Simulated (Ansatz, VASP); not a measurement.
## One calculation of Ta, two programs

POSCAR

```
Ta
1.0
    4.8155472306      0.0000000000      0.0000000000
   -2.4077736153      4.1703862348      0.0000000000
    0.0000000000      0.0000000000      7.7289341401
Ta
8
Direct
    0.0000000000      0.3235295489      0.0000000000
    0.3235295489      0.0000000000      0.0000000000
    0.6764704511      0.6764704511      0.0000000000
    0.0000000000      0.6764704511      0.5000000000
    0.6764704511      0.0000000000      0.5000000000
    0.3235295489      0.3235295489      0.5000000000
    0.6666666667      0.3333333333      0.7500000000
    0.3333333333      0.6666666667      0.2500000000
```

Contents of INCAR.step1:

```
ALGO     = Normal         # electronic algorithm
EDIFF    = 1E-4           # SCF threshold, eV
ENCUT    = 520            # plane-wave cutoff, eV
GGA      = PE             # functional
ISMEAR   = 0              # smearing method
LASPH    = T              # aspherical terms in the spheres
LCHARG   = F              # write CHGCAR
LREAL    = F              # projectors in reciprocal space
LWAVE    = T              # write WAVECAR
NBANDS   = 54             # bands
NELM     = 100            # most SCF steps
PREC     = Accurate       # precision mode
SIGMA    = 0.15           # smearing width, eV
```

The input INCAR.step2:

```
ALGO     = Normal         # electronic algorithm
EDIFF    = 1E-6           # SCF threshold, eV
ENCUT    = 520            # plane-wave cutoff, eV
ISIF     = 2              # what is computed and relaxed
ISMEAR   = 0              # smearing method
ISTART   = 1            
LASPH    = T              # aspherical terms in the spheres
LCHARG   = F              # write CHGCAR
LMIXTAU  = T            
LREAL    = F              # projectors in reciprocal space
LWAVE    = F              # write WAVECAR
METAGGA  = R2SCAN         # meta-GGA
NBANDS   = 54             # bands
NELM     = 100            # most SCF steps
PREC     = Accurate       # precision mode
SIGMA    = 0.15           # smearing width, eV
```

File KPOINTS:

```
k-points
0
Gamma
  12 12 6
```

Input for Ansatz:

```yaml
crystal:
  lattice:
    - [4.8155472306, 0.0, 0.0]
    - [-2.4077736153, 4.1703862348, 0.0]
    - [0.0, 0.0, 7.7289341401]
  atoms:
    - { symbol: Ta, position: [0.0, 0.3235295489, 0.0] }
    - { symbol: Ta, position: [0.3235295489, 0.0, 0.0] }
    - { symbol: Ta, position: [0.6764704511, 0.6764704511, 0.0] }
    - { symbol: Ta, position: [0.0, 0.6764704511, 0.5] }
    - { symbol: Ta, position: [0.6764704511, 0.0, 0.5] }
    - { symbol: Ta, position: [0.3235295489, 0.3235295489, 0.5] }
    - { symbol: Ta, position: [0.6666666667, 0.3333333333, 0.75] }
    - { symbol: Ta, position: [0.3333333333, 0.6666666667, 0.25] }
basis:
  ecutwfc: 500
kpoints:
  mp_grid: { grid: [12, 12, 6] }
hamiltonian:
  xc: r2scan
scf:
  occupations: { method: gaussian, width: 0.15 }
output:
  forces: true
  stress: true
  eigenvalues: true
```

Change from the starting cell: strain -0.040 along x and y, -0.080 along z, atoms carried along.

Alike in both runs: task single point; functional r2SCAN; k mesh 12 × 12 × 6; occupations gaussian, width 0.15 eV; no spin polarisation.

|  | VASP | Ansatz |
| --- | --- | --- |
| version | VASP 6.6.1 | Ansatz 0.2.0 |
| potentials or method | VASP PAW PBE potentials, release 64 (Ta_pv), cutoff 520 eV | scalar-relativistic, plane waves, PAW |
| valence electrons in the cell | 88 | 104 |

```tsv
	VASP	Ansatz	Ansatz less VASP
gap on the k mesh at the Fermi level (eV)	none	none	-
pressure (GPa)	28.6	27.7	-0.88
traceless stress, the component that is largest in VASP (GPa)	-1.05	-1.14	-0.087
rms of the force components (eV/Å)	0.427	0.424	-0.0026
```

VASP's potentials were made for PBE, not for r2SCAN. Atom by atom the forces differ by 0.003 eV/Å (rms over components). A gap of «none» marks a metal or a gap that the smearing closes. The functional is the same, so the differences come from potentials, cutoffs and numerics. VASP's potentials hold 88 valence electrons a cell and Ansatz's 104, so a difference there can come from the potentials and not from the codes.

Neither program's run includes spin-orbit coupling.
